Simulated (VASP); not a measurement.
## HfN: single point with PBEsol

The system is HfN.

```
Hf N
1.0
     0.00000   -2.25080   -2.25080
     0.00000    2.25080   -2.25080
     4.50160    0.00000    0.00000
Hf N
2 2
Direct
  0.51485 0.48515 0.50000
  0.98515 0.01485 0.00000
  0.50712 0.49288 0.00000
  0.99288 0.00712 0.50000
```

This cell differs from its parent crystal: mode 4 frozen in at -0.064 Å and mode 11 at -0.067 Å (largest displacements).

| Quantity | Value |
| --- | --- |
| Program | VASP 6.6.1 |
| Task | single point |
| Functional | PBEsol |
| Potentials or basis | VASP PAW PBE potentials, release 64 (Hf_pv, N) |
| Cutoff | 520 eV |
| k mesh | 14 × 14 × 10 |
| Occupations | gaussian, width 0.15 eV |
| Spin | no spin polarisation |

| Property | Result |
| --- | --- |
| Pressure | -0.5 GPa |
| Largest force | 1.419 eV/Å |
| Band gap on the k mesh | zero (band 15 reaches 11.63 eV, above the bottom of band 16 at 4.79 eV) |

Forces on the atoms (eV/Å):
```
Hf   0.000  1.419  0.000
Hf   0.000 -1.419  0.000
N    0.000  0.871  0.000
N    0.000 -0.871  0.000
```

Stress tensor (GPa, compression positive):
```
-2.24  0.00  0.00
 0.00  2.40  0.00
 0.00  0.00 -1.71
```

Levels at points of the mesh, in eV from the Fermi level:
```
           k point  band 13  band 14  band 15  band 16  band 17  band 18
(0.00, 0.00, 0.00)    -3.08    -3.04    -2.64    -0.39    -0.34    -0.15
(0.50, 0.00, 0.00)    -5.45    -5.26     1.59     1.61     2.18     2.74
(0.50, 0.50, 0.00)    -3.73    -3.68    -3.67    -3.51     3.97     4.19
(0.00, 0.00, 0.50)    -3.89    -3.89    -2.14    -2.14     2.93     2.93
(0.50, 0.00, 0.50)    -6.21    -6.21     3.34     3.34     3.65     3.65
(0.50, 0.50, 0.50)    -5.41    -5.41     1.14     1.14     1.16     1.16
```

Wall time 3.3 min on 1 thread of Intel(R) Xeon(R) Platinum 8259CL CPU @ 2.50GHz (Skylake/Cascade Lake) (shared host), peak memory 0.4 GiB.

Caveat: the cell differs from its parent crystal (mode 4 frozen in at -0.064 Å and mode 11 at -0.067 Å (largest displacements)); the PAW data sets were made with another functional, which shifts forces and pressure a little; spin-orbit coupling is left out, which moves the levels of the heavy elements.
